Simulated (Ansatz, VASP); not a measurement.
**One calculation of Si, two programs**

INCAR

```
PREC = Accurate ; ENCUT = 520
EDIFF = 1E-7 ; ISMEAR = 0
SIGMA = 0.15 ; LREAL = False
LASPH = True ; NELM = 80
ALGO = Normal ; ISIF = 2
LWAVE = False ; LCHARG = False
GGA = PS ; NBANDS = 26
```

Contents of KPOINTS:

```
regular mesh
0
Gamma
  10 10 10
```

The input POSCAR:

```
Si
1.0
   -3.1864494838      3.1864494838      3.4254331951
    3.1864494838     -3.1864494838      3.4254331951
    3.1864494838      3.1864494838     -3.4254331951
Si
8
Direct
    0.2047947401      0.2047947401      0.2047947401
    0.5000000000      0.0000000000      0.2952052599
    0.2952052599      0.5000000000      0.0000000000
    0.0000000000      0.2952052599      0.5000000000
    0.7952052599      0.7952052599      0.7952052599
    0.5000000000      0.0000000000      0.7047947401
    0.7047947401      0.5000000000      0.0000000000
    0.0000000000      0.7047947401      0.5000000000
```

Input for Ansatz:

```yaml
crystal:
  lattice:
    - [-3.1864494838, 3.1864494838, 3.4254331951]
    - [3.1864494838, -3.1864494838, 3.4254331951]
    - [3.1864494838, 3.1864494838, -3.4254331951]
  atoms:
    - { symbol: Si, position: [0.2047947401, 0.2047947401, 0.2047947401] }
    - { symbol: Si, position: [0.5, 0.0, 0.2952052599] }
    - { symbol: Si, position: [0.2952052599, 0.5, 0.0] }
    - { symbol: Si, position: [0.0, 0.2952052599, 0.5] }
    - { symbol: Si, position: [0.7952052599, 0.7952052599, 0.7952052599] }
    - { symbol: Si, position: [0.5, 0.0, 0.7047947401] }
    - { symbol: Si, position: [0.7047947401, 0.5, 0.0] }
    - { symbol: Si, position: [0.0, 0.7047947401, 0.5] }
basis:
  ecutwfc: 420
kpoints:
  mp_grid: { grid: [10, 10, 10] }
hamiltonian:
  xc: pbesol
  pseudopotentials: { kind: paw, azcp: { folder: soft_1 } }
scf:
  occupations: { method: gaussian, width: 0.15 }
output:
  forces: true
  stress: true
  eigenvalues: true
```

Alike in both runs: task single point; functional PBEsol; k mesh 10 × 10 × 10; occupations gaussian, width 0.15 eV; no spin polarisation.

```csv
,VASP,Ansatz
version,VASP 6.6.1,Ansatz 0.2.0
potentials or method,"VASP PAW PBE potentials, release 64 (Si), cutoff 520 eV","scalar-relativistic, plane waves, PAW"
valence electrons in the cell,32,32
```

|  | VASP | Ansatz | Ansatz less VASP |
| --- | --- | --- | --- |
| gap on the k mesh at the Fermi level (eV) | none | none | - |
| pressure (GPa) | 3.9 | 3.8 | -0.14 |
| traceless stress, the component that is largest in VASP (GPa) | -7.69 | -7.68 | +0.016 |
| rms of the force components (eV/Å) | 0.337 | 0.333 | -0.0042 |

VASP's potentials were made for PBE, not for PBEsol, and Ansatz warns of the same on its side. Atom by atom the forces differ by 0.007 eV/Å (rms over components). A gap of «none» marks a metal or a gap that the smearing closes.
